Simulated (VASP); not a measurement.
# NaNbInWO6 (F-43m) in VASP: single point with PBE+U

Aim: the single point of NaNbInWO6 with PBE+U.

Everything below comes from runs of VASP 6.6.1. Logs are shortened: lines on timing, memory, paths and dates and some standing lists are left out, and cuts for length are marked.

## 1. The cell of the first run

Symmetry: F-43m, No. 216, cubic system. The conventional cell has a = 8.055 Å, b = 8.055 Å, c = 8.055 Å, α = 90.00°, β = 90.00°, γ = 90.00°. Na (site symmetry -43m) has 12 O at 2.85 Å and 4 Nb at 3.49 Å and 4 W at 3.49 Å within 3.8 Å. Within 2.7 Å of Nb (site symmetry -43m) lie 6 O at 2.04 Å. Within 3.8 Å of In (site symmetry -43m) lie 12 O at 2.85 Å and 4 Nb at 3.49 Å and 4 W at 3.49 Å. W (site symmetry -43m) has 6 O at 1.98 Å within 2.6 Å. Within 2.6 Å of O (site symmetry 2mm) lie 1 W at 1.98 Å and 1 Nb at 2.04 Å.

## 2. Single point, PBE+U

Input file INCAR:

```
SYSTEM = NaNbInWO6
  ALGO = Normal
  EDIFF = 1E-6
  ENCUT = 600
  GGA = PE
  GGA_COMPAT = .FALSE.
  ISIF = 2
  ISMEAR = 1
  ISYM = 0
  LASPH = .TRUE.
  LCHARG = .FALSE.
  LDAU = .TRUE.
  LDAUJ = 0 0 0 0 0
  LDAUL = -1 2 -1 2 -1
  LDAUPRINT = 1
  LDAUTYPE = 2
  LDAUU = 0 6 0 4.5 0
  LMAXMIX = 4
  LREAL = .FALSE.
  LWAVE = .FALSE.
  NBANDS = 52
  NELM = 200
  PREC = Accurate
  SIGMA = 0.15
```

Input file KPOINTS:

```
Automatic mesh
0
Gamma
  3 3 3
  0.5 0.5 0.5
```

Input file POSCAR:

```
NaNbInWO6
1.0
    0.0000000000      4.0277250000      4.0277250000
    4.0277250000      0.0000000000      4.0277250000
    4.0277250000      4.0277250000      0.0000000000
Na Nb In W O
1 1 1 1 6
Direct
    0.2500000000      0.2500000000      0.2500000000
    0.0000000000      0.0000000000      0.0000000000
    0.7500000000      0.7500000000      0.7500000000
    0.5000000000      0.5000000000      0.5000000000
    0.7464100000      0.2535900000      0.2535900000
    0.2535900000      0.2535900000      0.7464100000
    0.7464100000      0.7464100000      0.2535900000
    0.7464100000      0.2535900000      0.7464100000
    0.2535900000      0.7464100000      0.2535900000
    0.2535900000      0.7464100000      0.7464100000
```

Potentials or basis: VASP PAW PBE potentials, release 64 (Na_pv, Nb_sv, In_d, W_sv, O).

Command:

```console
> cat potpaw_PBE.64/Na_pv/POTCAR potpaw_PBE.64/Nb_sv/POTCAR potpaw_PBE.64/In_d/POTCAR potpaw_PBE.64/W_sv/POTCAR potpaw_PBE.64/O/POTCAR > POTCAR
> mpirun -np 1 vasp_std > vasp.out
```

OUTCAR:

```text
SYSTEM = NaNbInWO6
   EDIFF = 1E-6
   ENCUT = 600
   GGA = PE
   ISIF = 2
   ISMEAR = 1
   ISYM = 0
   LASPH = .TRUE.
   LREAL = .FALSE.
   NELM = 200
   PREC = Accurate

 ion  position               nearest neighbor table
   1  0.250  0.250  0.250-
   2  0.000  0.000  0.000-   5 2.04   6 2.04   7 2.04   8 2.04   9 2.04  10 2.04   3 3.49   3 3.49
                             3 3.49   3 3.49
   3  0.750  0.750  0.750-   6 2.85   9 2.85  10 2.85   5 2.85   6 2.85   8 2.85   5 2.85   7 2.85
                             9 2.85   7 2.85   8 2.85  10 2.85   2 3.49   4 3.49   4 3.49   4 3.49
   4  0.500  0.500  0.500-   5 1.98   6 1.98   7 1.98   8 1.98   9 1.98  10 1.98   3 3.49   3 3.49
                             3 3.49   3 3.49
   5  0.746  0.254  0.254-   4 1.98   2 2.04   3 2.85   3 2.85
   6  0.254  0.254  0.746-   4 1.98   2 2.04   3 2.85   3 2.85
   7  0.746  0.746  0.254-   4 1.98   2 2.04   3 2.85   3 2.85
   8  0.746  0.254  0.746-   4 1.98   2 2.04   3 2.85   3 2.85
   9  0.254  0.746  0.254-   4 1.98   2 2.04   3 2.85   3 2.85
  10  0.254  0.746  0.746-   4 1.98   2 2.04   3 2.85   3 2.85

IMPORTANT INFORMATION: All symmetrisations will be switched off!
NOSYMM: (Re-)initialisation of all symmetry stuff for point group C_1.

----------------------------------------------------------------------------------------

                                     Primitive cell

  volume of cell :     130.6801

  direct lattice vectors                    reciprocal lattice vectors
     0.000000000  4.027725000  4.027725000    -0.124139558  0.124139558  0.124139558
     4.027725000  0.000000000  4.027725000     0.124139558 -0.124139558  0.124139558
     4.027725000  4.027725000  0.000000000     0.124139558  0.124139558 -0.124139558

  length of vectors
     5.696063321  5.696063321  5.696063321     0.215016021  0.215016021  0.215016021

  position of ions in fractional coordinates (direct lattice)
     0.250000000  0.250000000  0.250000000
     0.000000000  0.000000000  0.000000000
     0.750000000  0.750000000  0.750000000
     0.500000000  0.500000000  0.500000000
     0.746410000  0.253590000  0.253590000
     0.253590000  0.253590000  0.746410000
     0.746410000  0.746410000  0.253590000
     0.746410000  0.253590000  0.746410000
     0.253590000  0.746410000  0.253590000
     0.253590000  0.746410000  0.746410000

  ion indices of the primitive-cell ions
   primitive index   ion index
                 1           1
                 2           2
                 3           3
                 4           4
                 5           5
                 6           6
                 7           7
                 8           8
                 9           9
                10          10

----------------------------------------------------------------------------------------

 KPOINTS: Automatic mesh

Automatic generation of k-mesh.
 Grid dimensions read from file:
 generate k-points for:    3    3    3

 Generating k-lattice:

  Cartesian coordinates                     Fractional coordinates (reciprocal lattice)
    -0.041379853  0.041379853  0.041379853     0.333333333  0.000000000  0.000000000
     0.041379853 -0.041379853  0.041379853     0.000000000  0.333333333  0.000000000
     0.041379853  0.041379853 -0.041379853     0.000000000  0.000000000  0.333333333

  Length of vectors
     0.071672007  0.071672007  0.071672007

  Shift w.r.t. Gamma in fractional coordinates (k-lattice)
     0.500000000  0.500000000  0.500000000

 Subroutine IBZKPT returns following result:
 ===========================================

 Found     56 irreducible k-points:

 Following reciprocal coordinates:
            Coordinates               Weight
  0.166667  0.166667  0.166667      2.000000
  0.166667  0.000000  0.000000      2.000000
  0.000000  0.000000 -0.166667      2.000000
  0.000000  0.166667  0.000000      2.000000
  0.500000  0.166667  0.166667      2.000000
[... 55 lines left out ...]
   IALGO  =     38    algorithm
   IMIX   =      4    mixing-type and parameters
     AMIX     =   0.40;   BMIX     =  1.00
     AMIX_MAG =   1.60;   BMIX_MAG =  1.00
  volume/ion in A,a.u.               =      13.07        88.19
  Fermi-wavevector in a.u.,A,eV,Ry     =   1.407228  2.659275 26.943480  1.980290
  Thomas-Fermi vector in A             =   2.529508
   LORBIT       =      0    0 simple, 1 ext, 2 COOP (PROOUT), +10 PAW based schemes
 LDA+U is selected, type is set to LDAUTYPE =  2
   angular momentum for each species LDAUL =    -1    2   -1    2   -1
   U (eV)           for each species LDAUU =   0.0  6.0  0.0  4.5  0.0
   J (eV)           for each species LDAUJ =   0.0  0.0  0.0  0.0  0.0
   GGA     = PE    functional components
   LHFCALC =     F    Hartree Fock is set to
   AEXX    =    0.0000 exact exchange contribution
   IVDW    =     0    specifies the selected vdW correction
   LEPSILON=     F    determine dielectric tensor
   LRPA    =     F    only Hartree local field effects (RPA)
 non-spin polarized calculation
 Methfessel and Paxton  Order N= 1 SIGMA  =   0.15
  energy-cutoff  :      600.00
  volume of cell :      130.68
 maximum number of plane-waves:      4398
 NGX is ok and might be reduce to    48
   NGX = 23   NGY = 23   NGZ = 23

atom =   2  type =  2  l = 2

 onsite density matrix

spin component  1

  0.1444  0.0000 -0.0000 -0.0000 -0.0000
  0.0000  0.1444  0.0000 -0.0000  0.0000
 -0.0000  0.0000  0.1828  0.0000  0.0000
 -0.0000 -0.0000  0.0000  0.1444 -0.0000
 -0.0000  0.0000  0.0000 -0.0000  0.1828

spin component  2

  0.1444  0.0000 -0.0000 -0.0000 -0.0000
  0.0000  0.1444  0.0000 -0.0000  0.0000
 -0.0000  0.0000  0.1828  0.0000  0.0000
 -0.0000 -0.0000  0.0000  0.1444 -0.0000
 -0.0000  0.0000  0.0000 -0.0000  0.1828

 occupancies and eigenvectors

  o =  0.1444  v =  0.9962 -0.0771  0.0000  0.0394  0.0000  0.0000  0.0000  0.0000  0.0000  0.0000      0.0000  0.0000  0.0000  0.0000  0.0000  0.0000  0.0000  0.0000  0.0000  0.0000
  o =  0.1444  v =  0.0000  0.0000  0.0000  0.0000  0.0000  0.9962 -0.0771  0.0000  0.0394  0.0000      0.0000  0.0000  0.0000  0.0000  0.0000  0.0000  0.0000  0.0000  0.0000  0.0000
  o =  0.1444  v = -0.0760 -0.9967  0.0000 -0.0266  0.0000  0.0000  0.0000  0.0000  0.0000  0.0000      0.0000  0.0000  0.0000  0.0000  0.0000  0.0000  0.0000  0.0000  0.0000  0.0000
  o =  0.1444  v =  0.0000  0.0000  0.0000  0.0000  0.0000 -0.0760 -0.9967  0.0000 -0.0266  0.0000      0.0000  0.0000  0.0000  0.0000  0.0000  0.0000  0.0000  0.0000  0.0000  0.0000
  o =  0.1444  v = -0.0413 -0.0235 -0.0000  0.9989  0.0000  0.0000  0.0000  0.0000  0.0000  0.0000      0.0000  0.0000  0.0000  0.0000  0.0000  0.0000  0.0000  0.0000  0.0000  0.0000
  o =  0.1444  v =  0.0000  0.0000  0.0000  0.0000  0.0000 -0.0413 -0.0235 -0.0000  0.9989  0.0000      0.0000  0.0000  0.0000  0.0000  0.0000  0.0000  0.0000  0.0000  0.0000  0.0000
  o =  0.1828  v =  0.0000 -0.0000  0.2439  0.0000 -0.9698  0.0000  0.0000  0.0000  0.0000  0.0000      0.0000  0.0000  0.0000  0.0000  0.0000  0.0000  0.0000  0.0000  0.0000  0.0000
  o =  0.1828  v =  0.0000  0.0000  0.0000  0.0000  0.0000  0.0000 -0.0000  0.2439  0.0000 -0.9698      0.0000  0.0000  0.0000  0.0000  0.0000  0.0000  0.0000  0.0000  0.0000  0.0000
  o =  0.1828  v =  0.0000  0.0000  0.0000  0.0000  0.0000 -0.0000  0.0000  0.9698  0.0000  0.2439      0.0000  0.0000  0.0000  0.0000  0.0000  0.0000  0.0000  0.0000  0.0000  0.0000
  o =  0.1828  v = -0.0000  0.0000  0.9698  0.0000  0.2439  0.0000  0.0000  0.0000  0.0000  0.0000      0.0000  0.0000  0.0000  0.0000  0.0000  0.0000  0.0000  0.0000  0.0000  0.0000

atom =   4  type =  4  l = 2

 onsite density matrix

spin component  1

  0.2698  0.0000 -0.0000 -0.0000 -0.0000
  0.0000  0.2698  0.0000 -0.0000 -0.0000
 -0.0000  0.0000  0.3168 -0.0000  0.0000
 -0.0000 -0.0000 -0.0000  0.2699 -0.0000
 -0.0000 -0.0000  0.0000 -0.0000  0.3168

spin component  2

  0.2698  0.0000 -0.0000 -0.0000 -0.0000
  0.0000  0.2698  0.0000 -0.0000 -0.0000
 -0.0000  0.0000  0.3168 -0.0000  0.0000
 -0.0000 -0.0000 -0.0000  0.2699 -0.0000
 -0.0000 -0.0000  0.0000 -0.0000  0.3168

 occupancies and eigenvectors

  o =  0.2698  v =  0.9904 -0.1281  0.0000  0.0522  0.0000  0.0000  0.0000  0.0000  0.0000  0.0000      0.0000  0.0000  0.0000  0.0000  0.0000  0.0000  0.0000  0.0000  0.0000  0.0000
  o =  0.2698  v =  0.0000  0.0000  0.0000  0.0000  0.0000  0.9904 -0.1281  0.0000  0.0522  0.0000      0.0000  0.0000  0.0000  0.0000  0.0000  0.0000  0.0000  0.0000  0.0000  0.0000
  o =  0.2698  v = -0.1265 -0.9914  0.0000 -0.0322 -0.0000  0.0000  0.0000  0.0000  0.0000  0.0000      0.0000  0.0000  0.0000  0.0000  0.0000  0.0000  0.0000  0.0000  0.0000  0.0000
  o =  0.2698  v =  0.0000  0.0000  0.0000  0.0000  0.0000 -0.1265 -0.9914  0.0000 -0.0322 -0.0000      0.0000  0.0000  0.0000  0.0000  0.0000  0.0000  0.0000  0.0000  0.0000  0.0000
  o =  0.2699  v =  0.0559  0.0252 -0.0000 -0.9981 -0.0000  0.0000  0.0000  0.0000  0.0000  0.0000      0.0000  0.0000  0.0000  0.0000  0.0000  0.0000  0.0000  0.0000  0.0000  0.0000
  o =  0.2699  v =  0.0000  0.0000  0.0000  0.0000  0.0000  0.0559  0.0252 -0.0000 -0.9981 -0.0000      0.0000  0.0000  0.0000  0.0000  0.0000  0.0000  0.0000  0.0000  0.0000  0.0000
  o =  0.3168  v =  0.0000 -0.0000 -0.9055  0.0000  0.4244  0.0000  0.0000  0.0000  0.0000  0.0000      0.0000  0.0000  0.0000  0.0000  0.0000  0.0000  0.0000  0.0000  0.0000  0.0000
  o =  0.3168  v =  0.0000  0.0000  0.0000  0.0000  0.0000  0.0000 -0.0000 -0.9055  0.0000  0.4244      0.0000  0.0000  0.0000  0.0000  0.0000  0.0000  0.0000  0.0000  0.0000  0.0000
  o =  0.3168  v =  0.0000  0.0000  0.0000  0.0000  0.0000 -0.0000 -0.0000  0.4244 -0.0000  0.9055      0.0000  0.0000  0.0000  0.0000  0.0000  0.0000  0.0000  0.0000  0.0000  0.0000
  o =  0.3168  v = -0.0000 -0.0000  0.4244 -0.0000  0.9055  0.0000  0.0000  0.0000  0.0000  0.0000      0.0000  0.0000  0.0000  0.0000  0.0000  0.0000  0.0000  0.0000  0.0000  0.0000

 number of electron      83.0000020 magnetization

 Free energy of the ion-electron system (eV)
  ---------------------------------------------------
  ext. energy  EPLUGINS =         0.00000000
  ---------------------------------------------------
  free energy    TOTEN  =       -68.15144337 eV

  energy without entropy =      -68.13697098  energy(sigma->0) =      -68.14661924

 E-fermi :   6.4396     XC(G=0): -10.7712

 val. band max:        6.3677009698   @ k =   0.3333   0.1667   0.0000
 cond. band min:       6.4469446148   @ k =   0.5000   0.0000   0.3333
 fundamental gap:      0.0792436450
 Fermi energy:         6.4395831294

 k-point     1 :       0.1667    0.1667    0.1667
  band No.  band energies     occupation
      1     -70.7309      2.00000
      2     -51.8962      2.00000
      3     -34.8340      2.00000
      4     -34.8339      2.00000
      5     -34.8339      2.00000
      6     -27.8846      2.00000
[... 1309 lines left out ...]
     51      11.6972      0.00000
     52      11.8418      0.00000

 [... further k-points ...]

------------------------ aborting loop because EDIFF is reached ----------------------------------------

  FORCE on cell =-STRESS in cart. coord.  units (eV):
  Direction    XX          YY          ZZ          XY          YZ          ZX
  --------------------------------------------------------------------------------------
  -------------------------------------------------------------------------------------
  Total       -0.9477085     -0.9478801     -0.9471077      0.0001089     -0.0001227      0.0000155
  in kB      -11.6191924    -11.6212958    -11.6118257      0.0013348     -0.0015038      0.0001902
  external PRESSURE =     -11.6174380 kB  Pullay stress =       0.0000000 kB

 VOLUME and BASIS-vectors are now :
 -----------------------------------------------------------------------------
  energy-cutoff  :      600.00
  volume of cell :      130.68
      direct lattice vectors                 reciprocal lattice vectors
     0.000000000  4.027725000  4.027725000    -0.124139558  0.124139558  0.124139558
     4.027725000  0.000000000  4.027725000     0.124139558 -0.124139558  0.124139558
     4.027725000  4.027725000  0.000000000     0.124139558  0.124139558 -0.124139558

 POSITION                                       TOTAL-FORCE (eV/Angst)
 -----------------------------------------------------------------------------------
      2.01386      2.01386      2.01386         0.000008     -0.000000     -0.000006
      0.00000      0.00000      0.00000        -0.000004      0.000003     -0.000009
      6.04159      6.04159      6.04159         0.000008     -0.000001     -0.000006
      4.02773      4.02773      4.02773        -0.000033      0.000001      0.000065
      2.04278      4.02773      4.02773         0.171288     -0.000002     -0.000007
      4.02773      4.02773      2.04278         0.000009      0.000000      0.171225
      4.02773      4.02773      6.01267         0.000010      0.000000     -0.171244
      4.02773      6.01267      4.02773         0.000017     -0.171372     -0.000007
      4.02773      2.04278      4.02773         0.000004      0.171370     -0.000006
      6.01267      4.02773      4.02773        -0.171306      0.000001     -0.000004
 -----------------------------------------------------------------------------------
    total drift:                               -0.000074     -0.000003      0.000045

  FREE ENERGIE OF THE ION-ELECTRON SYSTEM (eV)
  ---------------------------------------------------
  free  energy   TOTEN  =       -68.1514433713 eV

  energy  without entropy=      -68.1369709772  energy(sigma->0) =      -68.14661924
```

It took 22 min on 1 thread of AMD EPYC, shared host; peak memory 0.6 GiB.

Results:

```
Free energy            : -68.1514 eV
Pressure               : -1.2 GPa
Largest force          : 0.171 eV/Å
Band gap on the k mesh : zero (an odd number of electrons rules out a gap without spin polarisation)
```

Forces on the atoms (eV/Å):
```
Na   0.000  0.000  0.000
Nb   0.000  0.000  0.000
In   0.000  0.000  0.000
W    0.000  0.000  0.000
O    0.171  0.000  0.000
O    0.000  0.000  0.171
O    0.000  0.000 -0.171
O    0.000 -0.171  0.000
O    0.000  0.171  0.000
O   -0.171  0.000  0.000
```

Levels at points of the mesh, in eV from the Fermi level:
| k point | band 37 | band 38 | band 39 | band 40 | band 41 | band 42 | band 43 | band 44 | band 45 | band 46 |
| --- | --- | --- | --- | --- | --- | --- | --- | --- | --- | --- |
| (0.50, 0.50, 0.50) | -3.23 | -3.23 | -3.07 | -2.95 | -1.15 | 1.03 | 1.35 | 1.35 | 1.71 | 1.92 |
| (0.50, 0.00, 0.00) | -3.23 | -3.23 | -3.07 | -2.95 | -1.15 | 1.03 | 1.35 | 1.35 | 1.71 | 1.92 |
| (0.00, 0.00, 0.50) | -3.23 | -3.23 | -3.07 | -2.95 | -1.15 | 1.03 | 1.35 | 1.35 | 1.71 | 1.92 |
| (0.00, 0.50, 0.00) | -3.23 | -3.23 | -3.07 | -2.95 | -1.15 | 1.03 | 1.35 | 1.35 | 1.71 | 1.92 |

Eigenvalues of the final occupation matrices:
```csv
site,spin,trace,eigenvalues
site 2 d,1,0.80,0.14 0.14 0.14 0.18 0.18
site 2 d,2,0.80,0.14 0.14 0.14 0.18 0.18
site 4 d,1,1.44,0.27 0.27 0.27 0.32 0.32
site 4 d,2,1.44,0.27 0.27 0.27 0.32 0.32
```

Caveat: the k points lie up to 0.45 Å⁻¹ apart, too coarse for converged energies and pressures of a metal; spin-orbit coupling is left out, which moves the levels of the heavy elements; an odd number of electrons without spin polarisation forces a metal; a magnetic or distorted state may lie lower; U without spin polarisation on a metal has little footing.

The gap in the log of VASP goes by the Fermi energy; the results here count the filled bands.